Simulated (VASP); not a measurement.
# Si (I4_1/amd) in VASP: notebook

The runs below take Si through single point, with LDA.

Everything below comes from runs of VASP 6.6.1. Logs are shortened: lines on timing, memory, paths and dates and some standing lists are left out, and cuts for length are marked.

## (1) The cell of the first run

The structure is tetragonal, space group I4_1/amd (No. 141). Conventional cell: a = 3.782 Å, b = 3.782 Å, c = 5.444 Å, α = 90.00°, β = 90.00°, γ = 90.00°. Within 3.1 Å of Si (site symmetry -4m2) lie 4 Si at 2.33 Å.

## (2) Single point, LDA (film at in-plane strain -0.01)

Contents of INCAR:

```
  PREC = Accurate
  ENCUT = 520
  EDIFF = 1E-6
  ISMEAR = 0
  SIGMA = 0.01
  LREAL = False
  LASPH = True
  NELM = 80
  ALGO = Normal
  ISIF = 2
  LWAVE = False
  LCHARG = True
  GGA = CA
  LELF = True
  LVHAR = True
  NBANDS = 11
```

Contents of KPOINTS:

```
regular mesh
0
Gamma
  8 8 8
```

Contents of POSCAR:

```
Si
1.0
    2.6739691414      2.6739691414      0.0000000000
   -2.6739691414      2.6739691414      0.0000000000
    0.0000000000      2.6739691414      2.7220362833
Si
2
Direct
    0.2500000000      0.7500000000      0.5000000000
    0.0000000000      0.0000000000      0.0000000000
```

Potentials or basis: VASP PAW LDA potentials, release 64 (Si).

Run with:

```console
cat potpaw_LDA.64/Si/POTCAR > POTCAR
mpirun -np 1 vasp_std > vasp.out
```

OUTCAR:

```text
PREC = Accurate
   ENCUT = 520
   EDIFF = 1E-6
   ISMEAR = 0
   LREAL = False
   LASPH = True
   NELM = 80
   ISIF = 2
   GGA = CA

 ion  position               nearest neighbor table
   1  0.250  0.750  0.500-   2 2.33   2 2.33   2 2.33   2 2.33
   2  0.000  0.000  0.000-   1 2.33   1 2.33   1 2.33   1 2.33

  LATTYP: Found a body centered tetragonal cell.
 ALAT       =     3.7815634251
 C/A-ratio  =     1.4396353980

  Lattice vectors:

 A1 = (   2.6739691414,   0.0000000000,  -2.7220362833)
 A2 = (  -2.6739691414,   0.0000000000,  -2.7220362833)
 A3 = (   0.0000000000,   2.6739691414,   2.7220362833)

Analysis of symmetry for initial positions (statically):
=====================================================================
 Subroutine PRICEL returns:
 Original cell was already a primitive cell.

 Routine SETGRP: Setting up the symmetry group for a
 body centered tetragonal supercell.

 Subroutine GETGRP returns: Found 16 space group operations
 (whereof  8 operations were pure point group operations)
 out of a pool of 16 trial point group operations.

The static configuration has the point symmetry D_2d.
 The point group associated with its full space group is D_4h.

Analysis of symmetry for dynamics (positions and initial velocities):
=====================================================================
 Subroutine PRICEL returns:
 Original cell was already a primitive cell.

 Routine SETGRP: Setting up the symmetry group for a
 body centered tetragonal supercell.

 Subroutine GETGRP returns: Found 16 space group operations
 (whereof  8 operations were pure point group operations)
 out of a pool of 16 trial point group operations.

The dynamic configuration has the point symmetry D_2d.
 The point group associated with its full space group is D_4h.

 Subroutine INISYM returns: Found 16 space group operations
 (whereof  8 operations are pure point group operations),
 and found     1 'primitive' translations

----------------------------------------------------------------------------------------

                                     Primitive cell

  volume of cell :      38.9257

  direct lattice vectors                    reciprocal lattice vectors
     2.673969141  2.673969141  0.000000000     0.186987947  0.186987947 -0.183686016
    -2.673969141  2.673969141  0.000000000    -0.186987947  0.186987947 -0.183686016
     0.000000000  2.673969141  2.722036283     0.000000000  0.000000000  0.367372032

  length of vectors
     3.781563425  3.781563425  3.815703408     0.321977541  0.321977541  0.367372032

  position of ions in fractional coordinates (direct lattice)
     0.250000000  0.750000000  0.500000000
     0.000000000  0.000000000  0.000000000

  ion indices of the primitive-cell ions
   primitive index   ion index
                 1           1
                 2           2

----------------------------------------------------------------------------------------

 KPOINTS: regular mesh

Automatic generation of k-mesh.
 Grid dimensions read from file:
 generate k-points for:    8    8    8

 Generating k-lattice:

  Cartesian coordinates                     Fractional coordinates (reciprocal lattice)
     0.023373493  0.023373493 -0.022960752     0.125000000  0.000000000  0.000000000
    -0.023373493  0.023373493 -0.022960752     0.000000000  0.125000000  0.000000000
     0.000000000  0.000000000  0.045921504     0.000000000  0.000000000  0.125000000

  Length of vectors
     0.040247193  0.040247193  0.045921504

  Shift w.r.t. Gamma in fractional coordinates (k-lattice)
     0.000000000  0.000000000  0.000000000

 Subroutine IBZKPT returns following result:
 ===========================================

 Found     59 irreducible k-points:

 Following reciprocal coordinates:
            Coordinates               Weight
  0.000000  0.000000  0.000000      1.000000
  0.125000  0.000000  0.000000      8.000000
  0.250000  0.000000  0.000000      8.000000
  0.375000  0.000000  0.000000      8.000000
  0.500000  0.000000  0.000000      4.000000
  0.125000  0.125000  0.000000      8.000000
[... 16 lines left out ...]
  0.250000  0.000000  0.125000      4.000000
  0.375000  0.000000  0.125000      8.000000
 [... further k-points ...]
   k-points           NKPTS =     59   k-points in BZ     NKDIM =     59   number of bands    NBANDS=     11
   number of dos      NEDOS =    301   number of ions     NIONS =      2
   total plane-waves  NPLWV =  21952
   dimension x,y,z NGX =    28 NGY =   28 NGZ =   28
   dimension x,y,z NGXF=    56 NGYF=   56 NGZF=   56
   ions per type =               2
   NGX,Y,Z   is equivalent  to a cutoff of  12.31, 12.31, 12.20 a.u.
   NGXF,Y,Z  is equivalent  to a cutoff of  24.62, 24.62, 24.40 a.u.
 SYSTEM =  unknown system
   PREC   = accura    normal or accurate (medium, high low for compatibility)
   ISTART =      0    job   : 0-new  1-cont  2-samecut
   ICHARG =      2    charge: 1-file 2-atom 10-const
   ISPIN  =      1    spin polarized calculation?
   LNONCOLLINEAR =      F non collinear calculations
   LSORBIT =      F    spin-orbit coupling
   LASPH  =      T    aspherical Exc in radial PAW
   ENCUT  =  520.0 eV  38.22 Ry    6.18 a.u.   7.03  7.03  7.09*2*pi/ulx,y,z
   NELM   =     80;   NELMIN=  2; NELMDL= -5     # of ELM steps
   EDIFF  = 0.1E-05   stopping-criterion for ELM
   LREAL  =      F    real-space projection
[... 7 lines left out ...]
   TEBEG  =    0.0;   TEEND  =   0.0 temperature during run
   PSTRESS=    0.0 pullay stress
   NELECT =       8.0000    total number of electrons
   NUPDOWN=      -1.0000    fix difference up-down
   EMIN   =  10.00;   EMAX   =-10.00  energy-range for DOS
   EFERMI =   0.00;   METHOD = LEGACY
   ISMEAR =     0;   SIGMA  =   0.01  broadening in eV -4-tet -1-fermi 0-gaus
   EFERMI_NEDOS =   21; number of points for ismear=-14 and -15
   IALGO  =     38    algorithm
   IMIX   =      4    mixing-type and parameters
     AMIX     =   0.40;   BMIX     =  1.00
     AMIX_MAG =   1.60;   BMIX_MAG =  1.00
  volume/ion in A,a.u.               =      19.46       131.34
  Fermi-wavevector in a.u.,A,eV,Ry     =   0.966109  1.825680 12.699212  0.933366
  Thomas-Fermi vector in A             =   2.095882
   LORBIT       =      0    0 simple, 1 ext, 2 COOP (PROOUT), +10 PAW based schemes
   GGA     = CA    functional components
   LHFCALC =     F    Hartree Fock is set to
   AEXX    =    0.0000 exact exchange contribution
   IVDW    =     0    specifies the selected vdW correction
   LEPSILON=     F    determine dielectric tensor
   LRPA    =     F    only Hartree local field effects (RPA)
 non-spin polarized calculation
 Gauss-broadening in eV      SIGMA  =   0.01
  energy-cutoff  :      520.00
  volume of cell :       38.93
 maximum number of plane-waves:      1060
   NGX = 13   NGY = 13   NGZ = 15

 number of electron       8.0000001 magnetization

 Free energy of the ion-electron system (eV)
  ---------------------------------------------------
  ext. energy  EPLUGINS =         0.00000000
  ---------------------------------------------------
  free energy    TOTEN  =       -11.91098935 eV

  energy without entropy =      -11.91098935  energy(sigma->0) =      -11.91098935

 E-fermi :   6.1896     XC(G=0):  -9.7120

 val. band max:        6.1069544023   @ k =   0.0000   0.0000   0.0000
 cond. band min:       6.4800963743   @ k =  -0.3750   0.3750   0.0000
 fundamental gap:      0.3731419720
 Fermi energy:         6.1896266367

 k-point     1 :       0.0000    0.0000    0.0000
  band No.  band energies     occupation
      1      -6.0890      2.00000
      2       5.9781      2.00000
      3       6.1070      2.00000
      4       6.1070      2.00000
      5       8.5796      0.00000
      6       8.5796      0.00000
      7       8.6419      0.00000
      8       9.5946      0.00000
      9      13.6361      0.00000
     10      13.8616      0.00000
     11      13.9719      0.00000

 k-point     2 :       0.1250    0.0000    0.0000
  band No.  band energies     occupation
      1      -5.8798      2.00000
      2       4.4409      2.00000
      3       5.7164      2.00000
      4       5.8173      2.00000
      5       8.5594      0.00000
      6       9.0204      0.00000
      7       9.0562      0.00000
      8      10.8972      0.00000
      9      13.1572      0.00000
     10      13.4201      0.00000
     11      14.6821      0.00000

 k-point     3 :       0.2500    0.0000    0.0000
  band No.  band energies     occupation
      1      -5.2684      2.00000
      2       2.0683      2.00000
      3       5.2191      2.00000
      4       5.3545      2.00000
      5       8.0816      0.00000
      6       9.5272      0.00000
      7       9.5759      0.00000
      8      13.0338      0.00000
      9      13.2223      0.00000
     10      13.2777      0.00000
     11      14.9481      0.00000

 k-point     4 :       0.3750    0.0000    0.0000
  band No.  band energies     occupation
      1      -4.3461      2.00000
      2      -0.0008      2.00000
      3       4.8743      2.00000
      4       5.0388      2.00000
      5       7.7112      0.00000
      6       9.4117      0.00000
      7       9.5309      0.00000
      8      13.8062      0.00000
      9      14.6150      0.00000
     10      14.6960      0.00000
     11      15.8216      0.00000

 k-point     5 :       0.5000    0.0000    0.0000
  band No.  band energies     occupation
      1      -3.6776      2.00000
      2      -1.0610      2.00000
      3       4.7562      2.00000
      4       4.9320      2.00000
      5       7.5809      0.00000
      6       9.2853      0.00000
      7       9.4150      0.00000
      8      13.6218      0.00000
      9      16.5580      0.00000
     10      16.7443      0.00000
     11      17.3342      0.00000
[... 211 lines left out ...]
 k-point    21 :       0.5000    0.5000    0.0000
  band No.  band energies     occupation
      1      -1.8051      2.00000
      2      -1.8051      2.00000
      3       3.0910      2.00000
      4       3.0910      2.00000
      5       6.5654      0.00000
      6       6.5654      0.00000
      7      16.2131      0.00000
      8      16.2131      0.00000
      9      17.1546      0.00000
     10      17.1546      0.00000
     11      18.5747      0.00000

 k-point    22 :       0.0000    0.0000    0.1250
  band No.  band energies     occupation
      1      -5.8151      2.00000
      2       4.6628      2.00000
      3       5.2811      2.00000
      4       5.2811      2.00000
      5       8.0759      0.00000
      6       9.7495      0.00000
      7       9.7495      0.00000
      8      10.5719      0.00000
      9      12.3510      0.00000
     10      14.2727      0.00000
     11      14.9534      0.00000

 k-point    23 :       0.2500    0.0000    0.1250
  band No.  band energies     occupation
      1      -5.5294      2.00000
      2       3.3515      2.00000
      3       4.3087      2.00000
      4       5.8388      2.00000
      5       9.1550      0.00000
      6       9.2071      0.00000
      7       9.3069      0.00000
      8      11.6154      0.00000
      9      12.4456      0.00000
     10      14.2358      0.00000
     11      15.6989      0.00000

 k-point    24 :       0.3750    0.0000    0.1250
  band No.  band energies     occupation
      1      -4.7956      2.00000
      2       1.3464      2.00000
      3       3.6130      2.00000
      4       5.3636      2.00000
      5       8.8514      0.00000
      6       9.7330      0.00000
      7       9.8094      0.00000
      8      12.3158      0.00000
      9      12.5232      0.00000
     10      15.7240      0.00000
     11      16.3719      0.00000

 [... further k-points ...]

------------------------ aborting loop because EDIFF is reached ----------------------------------------

  FORCE on cell =-STRESS in cart. coord.  units (eV):
  Direction    XX          YY          ZZ          XY          YZ          ZX
  --------------------------------------------------------------------------------------
  -------------------------------------------------------------------------------------
  Total        0.4531612      0.4531612      0.0216562      0.0000000      0.0000000      0.0000000
  in kB       18.6520512     18.6520512      0.8913680      0.0000000      0.0000000      0.0000000
  external PRESSURE =      12.7318235 kB  Pullay stress =       0.0000000 kB

 VOLUME and BASIS-vectors are now :
 -----------------------------------------------------------------------------
  energy-cutoff  :      520.00
  volume of cell :       38.93
      direct lattice vectors                 reciprocal lattice vectors
     2.673969141  2.673969141  0.000000000     0.186987947  0.186987947 -0.183686016
    -2.673969141  2.673969141  0.000000000    -0.186987947  0.186987947 -0.183686016
     0.000000000  2.673969141  2.722036283     0.000000000  0.000000000  0.367372032

 POSITION                                       TOTAL-FORCE (eV/Angst)
 -----------------------------------------------------------------------------------
     -1.33698      4.01095      1.36102         0.000000     -0.000000      0.000000
      0.00000      0.00000      0.00000        -0.000000      0.000000      0.000000
 -----------------------------------------------------------------------------------
    total drift:                                0.000000     -0.000000     -0.000000

  FREE ENERGIE OF THE ION-ELECTRON SYSTEM (eV)
  ---------------------------------------------------
  free  energy   TOTEN  =       -11.9109893497 eV

  energy  without entropy=      -11.9109893497  energy(sigma->0) =      -11.91098935
```

It used 15 s of CPU time on 1 thread of Intel Xeon 6975P-C, with other jobs on the host.

Results:

| Quantity | Value |
| --- | --- |
| Free energy | -11.9110 eV |
| Pressure | 1.3 GPa |
| Band gap on the k mesh | 0.37 eV, indirect (least direct gap 2.47 eV) |

Caveat: the cell differs from its parent crystal (film at in-plane strain -0.01). A k mesh can miss the band edges.

## (3) Single point, LDA (in-plane strain -0.005, then relaxed in part)

Contents of INCAR:

```
  PREC = Accurate
  ENCUT = 520
  EDIFF = 1E-7
  ISMEAR = 0
  SIGMA = 0.01
  LREAL = False
  LASPH = True
  NELM = 80
  ALGO = Normal
  ISIF = 2
  LWAVE = False
  LCHARG = False
  GGA = CA
  NBANDS = 11
```

Contents of KPOINTS:

```
Automatic mesh
0
Gamma
  8 8 8
```

Contents of POSCAR:

```
Si
1.0
    2.6874740361      2.6874740361      0.0000000000
   -2.6874740361      2.6874740361      0.0000000000
    0.0000000000      2.6874740361      2.7116079584
Si
2
Direct
    0.2500000000      0.7500000000      0.5000000000
    0.0000000000      0.0000000000      0.0000000000
```

Potentials or basis: VASP PAW LDA potentials, release 64 (Si).

Run with:

```console
cat potpaw_LDA.64/Si/POTCAR > POTCAR
mpirun -np 1 vasp_std > vasp.out
```

It used 16 s of CPU time on 1 thread of Intel Xeon 6975P-C (shared host).

It converged, with:

```
Free energy            : -11.9144 eV
Pressure               : 0.7 GPa
Band gap on the k mesh : 0.43 eV, indirect (least direct gap 2.50 eV)
```

Stress tensor (GPa, compression positive):
```
0.94 0.00 0.00
0.00 0.94 0.00
0.00 0.00 0.07
```

Levels at points of the mesh, in eV from the valence-band top:
```tsv
k point	band 1	band 2	band 3	band 4	band 5	band 6	band 7	band 8
(0.00, 0.00, 0.00)	-12.13	-0.06	0.00	0.00	2.50	2.50	2.53	3.44
(0.50, 0.00, 0.00)	-9.74	-7.12	-1.28	-1.19	1.48	3.23	3.30	7.53
(0.50, 0.50, 0.00)	-7.89	-7.89	-2.96	-2.96	0.52	0.52	10.12	10.12
(0.00, 0.00, 0.50)	-7.94	-7.94	-2.89	-2.89	0.59	0.59	10.15	10.15
```

Caveat: the cell differs from its parent crystal (in-plane strain -0.005, then relaxed in part). A k mesh can miss the band edges.
